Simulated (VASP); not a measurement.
Set up this calculation in VASP 6.6.1, as the native input.

| Item | Value |
| --- | --- |
| Task | single point |
| Functional | PBE |
| Potentials or basis | VASP PAW PBE potentials, release 64 (Si, Ni) |
| Cutoff | 520 eV |
| k mesh | 11 × 8 × 3 |
| Occupations | gaussian, width 0.1 eV |
| Spin | no spin polarisation |
| Dipole correction | yes |
| Further INCAR settings | ALGO = Normal; EDIFF = 1e-07; NBANDS = 62 |

The structure of SiNi lies in POSCAR:

```
SiNi
1.0
    3.2583147222      0.0000000000      0.0000000000
    0.0000000000      4.7093899546      0.0000000000
    0.0000000000      0.0000000000     24.1658506980
Si Ni
7 7
Direct
    0.0000000000      0.8431827244      0.3103553065
    0.5000000000      0.1568172756      0.3735702043
    0.0000000000      0.8431827244      0.4367851022
    0.5000000000      0.1568172756      0.5000000000
    0.0000000000      0.8431827244      0.5632148978
    0.5000000000      0.1568172756      0.6264297957
    0.0000000000      0.8431827244      0.6896446935
    0.0000000000      0.3423059767      0.3103553065
    0.5000000000      0.6576940233      0.3735702043
    0.0000000000      0.3423059767      0.4367851022
    0.5000000000      0.6576940233      0.5000000000
    0.0000000000      0.3423059767      0.5632148978
    0.5000000000      0.6576940233      0.6264297957
    0.0000000000      0.3423059767      0.6896446935
```

The input as run:

INCAR

```
PREC = Accurate ; ENCUT = 520
EDIFF = 1E-7 ; ISMEAR = 0
SIGMA = 0.1 ; LREAL = False
LASPH = True ; NELM = 80
ALGO = Normal ; ISIF = 2
LWAVE = False ; LCHARG = True
LDIPOL = True ; IDIPOL = 3
DIPOL = 0.5 0.5 0.500 ; GGA = PE
LELF = True ; LVHAR = True
LVACPOTAV = True ; NBANDS = 62
```

KPOINTS

```
regular mesh
0
Gamma
  11 8 3
```

Potentials or basis: VASP PAW PBE potentials, release 64 (Si, Ni).

Launch:

```console
$ cat potpaw_PBE.64/Si/POTCAR potpaw_PBE.64/Ni/POTCAR > POTCAR
$ mpirun -np 1 vasp_std > vasp.out
```

Results of the run:

```
Largest force          : 0.999 eV/Å
Band gap on the k mesh : zero (bands 49 and 50 overlap by 2.02 eV)
```

Run time: 31 min on 1 thread of Intel(R) Xeon(R) 6975P-C (Granite Rapids), with other jobs on the host, peak memory 1 GiB.
